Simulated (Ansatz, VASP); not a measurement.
# TiO2 in VASP and in Ansatz

```
Ti O
1.0
     4.58900    0.00000    0.00000
     0.00000    4.84900    0.00000
    -0.70820    0.00000    4.68275
Ti O
4 8
Direct
  0.30900 0.04500 0.21800
  0.69100 0.54500 0.28200
  0.69100 0.95500 0.78200
  0.30900 0.45500 0.71800
  0.05600 0.34700 0.28200
  0.94400 0.84700 0.21800
  0.94400 0.65300 0.71800
  0.05600 0.15300 0.78200
  0.42500 0.72700 0.46300
  0.57500 0.22700 0.03700
  0.57500 0.27300 0.53700
  0.42500 0.77300 0.96300
```

Alike in both runs: task single point; functional PBEsol; k mesh 4 × 4 × 4; no spin polarisation.

|  | VASP | Ansatz |
| --- | --- | --- |
| version | VASP 6.6.1 | Ansatz 0.2.0 |
| potentials or method | VASP PAW PBE potentials, release 64 (Ti_sv, O) | plane waves, PAW |
| plane-wave cutoff (eV) | 600 | 420 |
| occupations | gaussian, width 0.01 eV | fixed |
| valence electrons in the cell | 96 | 96 |

```tsv
	VASP	Ansatz	Ansatz less VASP
pressure (GPa)	24.8	24.0	-0.81
traceless stress, the component that is largest in VASP (GPa)	-9.58	-9.23	+0.346
rms of the force components (eV/Å)	2.391	2.372	-0.0190
```

VASP's potentials were made for PBE, not for PBEsol. Atom by atom the forces differ by 0.031 eV/Å (rms over components).
